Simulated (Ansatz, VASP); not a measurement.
Two plane-wave programs on Mg3Zn2O

```
Mg Zn O
1.0
     2.91422    1.68252    3.23250
    -2.91422    1.68252    3.23250
     0.00000   -3.36505    3.23250
Mg Zn O
3 2 1
Direct
  0.00000 0.00000 0.50000
  0.00000 0.50000 0.00000
  0.50000 0.00000 0.00000
  0.61952 0.61952 0.61952
  0.38048 0.38048 0.38048
  0.00000 0.00000 0.00000
```

Change from the starting cell: species swapped into the Y2GeRh3 type (R-3m, No. 166).

Alike in both runs: task single point; functional PBE; k mesh 6 × 6 × 6; occupations gaussian, width 0.1 eV; collinear spin.

|  | VASP | Ansatz |
| --- | --- | --- |
| version | VASP 6.6.1 | Ansatz 0.2.0 |
| potentials or method | VASP PAW PBE potentials, release 64 (Mg, Zn, O), cutoff 520 eV | scalar-relativistic, plane waves, PAW |
| valence electrons in the cell | 36 | 60 |

|  | VASP | Ansatz | Ansatz less VASP |
| --- | --- | --- | --- |
| gap on the k mesh at the Fermi level (eV) | none | none | - |
| pressure (GPa) | 0.0 | 0.1 | +0.14 |
| traceless stress, the component that is largest in VASP (GPa) | 0.03 | -0.07 | -0.102 |
| rms of the force components (eV/Å) | 0.011 | 0.000 | -0.0106 |
| net moment per atom (μB) | 0.00 | 0.00 | 0.000 |

Atom by atom the forces differ by 0.011 eV/Å (rms over components). A gap of «none» marks a metal or a gap that the smearing closes. With one functional, cell and mesh, what is left measures potentials, basis and numerics. VASP's potentials hold 36 valence electrons a cell and Ansatz's 60, so a difference there can come from the potentials and not from the codes. Ansatz's warnings: seeded moment not kept.
